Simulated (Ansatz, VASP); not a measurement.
**Two plane-wave programs on Mo**

```
Mo
1.0
     4.99603    0.00000    0.00000
     0.00000    4.99603    0.00000
     0.00000    0.00000    4.99603
Mo
8
Direct
  0.00000 0.00000 0.00000
  0.50000 0.50000 0.50000
  0.25000 0.00000 0.50000
  0.75000 0.00000 0.50000
  0.50000 0.25000 0.00000
  0.50000 0.75000 0.00000
  0.00000 0.50000 0.25000
  0.00000 0.50000 0.75000
```

Alike in both runs: task relaxation of cell and atoms; functional BLYP; k mesh 5 × 5 × 5; occupations fermi-dirac, width 0.1 eV; no spin polarisation.

```csv
,VASP,Ansatz
version,VASP 6.6.1,Ansatz 0.2.0
potentials or method,"VASP PAW PBE potentials, release 64 (Mo_sv), cutoff 600 eV","plane waves (420 eV) with PAW, scalar-relativistic"
valence electrons in the cell,112,112
```

```csv
,VASP,Ansatz,Ansatz less VASP
relaxed volume (Å³/atom),16.72,16.65,-0.068
relaxed length of the cell vector where the two differ most in proportion (Å),5.114,5.107,-0.0069
```

VASP's potentials were made for PBE, not for BLYP.
